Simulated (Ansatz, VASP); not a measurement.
One calculation of AgO2, two programs

Contents of INCAR:

```
SYSTEM = AgO2
ALGO = Normal
EDIFF = 1E-7
EDIFFG = -0.08
ENCUT = 700
GGA = PE
GGA_COMPAT = .FALSE.
IBRION = 2
ISIF = 3
ISMEAR = 0
LASPH = .TRUE.
LCHARG = .FALSE.
LREAL = .FALSE.
LWAVE = .FALSE.
NELM = 120
NELMIN = 4
NSW = 36
PREC = Accurate
SIGMA = 0.2
```

The input KPOINTS:

```
k-points
0
G
  3 3 3
  0 0 0
```

File POSCAR:

```
AgO2
1.0
    5.2700000000      0.0000000000      0.0000000000
    0.0000000000      5.2700000000      0.0000000000
    0.0000000000      0.0000000000      5.2700000000
Ag O
4 8
Direct
    0.5000000000      0.5000000000      0.0000000000
    0.0000000000      0.5000000000      0.5000000000
    0.0000000000      0.0000000000      0.0000000000
    0.5000000000      0.0000000000      0.5000000000
    0.9270000000      0.0730000000      0.5730000000
    0.0730000000      0.9270000000      0.4270000000
    0.5730000000      0.5730000000      0.5730000000
    0.4270000000      0.4270000000      0.4270000000
    0.5730000000      0.9270000000      0.0730000000
    0.4270000000      0.0730000000      0.9270000000
    0.0730000000      0.5730000000      0.9270000000
    0.9270000000      0.4270000000      0.0730000000
```

Input for Ansatz:

```yaml
crystal:
  lattice:
    - [5.27, 0.0, 0.0]
    - [0.0, 5.27, 0.0]
    - [0.0, 0.0, 5.27]
  atoms:
    - { symbol: Ag, position: [0.5, 0.5, 0.0] }
    - { symbol: Ag, position: [0.0, 0.5, 0.5] }
    - { symbol: Ag, position: [0.0, 0.0, 0.0] }
    - { symbol: Ag, position: [0.5, 0.0, 0.5] }
    - { symbol: O, position: [0.927, 0.073, 0.573] }
    - { symbol: O, position: [0.073, 0.927, 0.427] }
    - { symbol: O, position: [0.573, 0.573, 0.573] }
    - { symbol: O, position: [0.427, 0.427, 0.427] }
    - { symbol: O, position: [0.573, 0.927, 0.073] }
    - { symbol: O, position: [0.427, 0.073, 0.927] }
    - { symbol: O, position: [0.073, 0.573, 0.927] }
    - { symbol: O, position: [0.927, 0.427, 0.073] }
basis:
  ecutwfc: 420
kpoints:
  mp_grid: { grid: [3, 3, 3] }
hamiltonian:
  xc: pbe
scf:
  occupations: { method: gaussian, width: 0.2 }
  lower_state_search: "off"
output:
  forces: true
  stress: true
  eigenvalues: true
relax:
  adjacent_minimum: "off"
  f_tol: 0.08
  max_steps: 16
  cell: { stress_tol: 0.8 }
```

Alike in both runs: task relaxation of cell and atoms; functional PBE; k mesh 3 × 3 × 3; occupations gaussian, width 0.2 eV; no spin polarisation.

```csv
,VASP,Ansatz
version,VASP 6.6.1,Ansatz 0.2.0
potentials or method,"VASP PAW PBE potentials, release 64 (Ag_sv_GW, O), cutoff 700 eV","scalar-relativistic, plane waves, PAW"
valence electrons in the cell,124,124
```

|  | VASP | Ansatz | Ansatz less VASP |
| --- | --- | --- | --- |
| gap on the k mesh at the Fermi level, each at its own relaxed structure (eV) | none | none | - |
| relaxed volume (Å³/atom) | 12.95 | 12.94 | -0.011 |
| relaxed length of the cell vector where the two differ most in proportion (Å) | 5.376 | 5.375 | -0.0015 |

A gap of «none» marks a metal or a gap that the smearing closes.

The k mesh is coarse, so the values compare programs but aren't converged.
